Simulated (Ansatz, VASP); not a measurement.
**Two plane-wave programs on GaN**

Contents of INCAR:

```
PREC = Accurate
ENCUT = 520
EDIFF = 1E-6
ISMEAR = 0
SIGMA = 0.05
LREAL = F
LASPH = T
NELM = 100
ALGO = Normal
ISIF = 2
LWAVE = F
LCHARG = F
GGA = PE
NBANDS = 26
```

Contents of KPOINTS:

```
regular mesh
0
Gamma
  12 12 4
```

Contents of POSCAR:

```
GaN
1.0
    3.2184289164      0.0000000000      0.0000000000
   -1.6092144582      2.7872412019      0.0000000000
    0.0000000000      0.0000000000      5.2430304702
Ga N
2 2
Direct
    0.3333333333      0.6666666667      0.9991316875
    0.6666666667      0.3333333333      0.4991316875
    0.3333333333      0.6666666667      0.3758683125
    0.6666666667      0.3333333333      0.8758683125
```

Input for Ansatz:

```yaml
crystal:
  lattice:
    - [3.2184289034, 0.0, 0.0]
    - [-1.6092144517, 2.7872411906, 0.0]
    - [0.0, 0.0, 5.2430303759]
  atoms:
    - { symbol: Ga, position: [0.3333333333, 0.6666666667, 0.9991316853] }
    - { symbol: Ga, position: [0.6666666667, 0.3333333333, 0.4991316853] }
    - { symbol: "N", position: [0.3333333333, 0.6666666667, 0.3758683147] }
    - { symbol: "N", position: [0.6666666667, 0.3333333333, 0.8758683147] }
basis:
  ecutwfc: 420
kpoints:
  mp_grid: { grid: [12, 12, 4] }
hamiltonian:
  xc: pbe
scf:
  occupations: { method: gaussian, width: 0.05 }
output:
  forces: true
  stress: true
  eigenvalues: true
```

Alike in both runs: task single point; functional PBE; k mesh 12 × 12 × 4; occupations gaussian, width 0.05 eV; no spin polarisation.

|  | VASP | Ansatz |
| --- | --- | --- |
| version | VASP 6.6.1 | Ansatz 0.2.0 |
| potentials or method | VASP PAW PBE potentials, release 64 (Ga_d, N), cutoff 520 eV | scalar-relativistic, plane waves, PAW |
| valence electrons in the cell | 36 | 36 |

```tsv
	VASP	Ansatz	Ansatz less VASP
gap on the k mesh at the Fermi level (eV)	1.72	1.71	-0.005
least direct gap on the mesh (eV)	1.72	1.71	-0.005
pressure (GPa)	0.1	0.0	-0.13
```

The functional is the same, so the differences come from potentials, cutoffs and numerics.
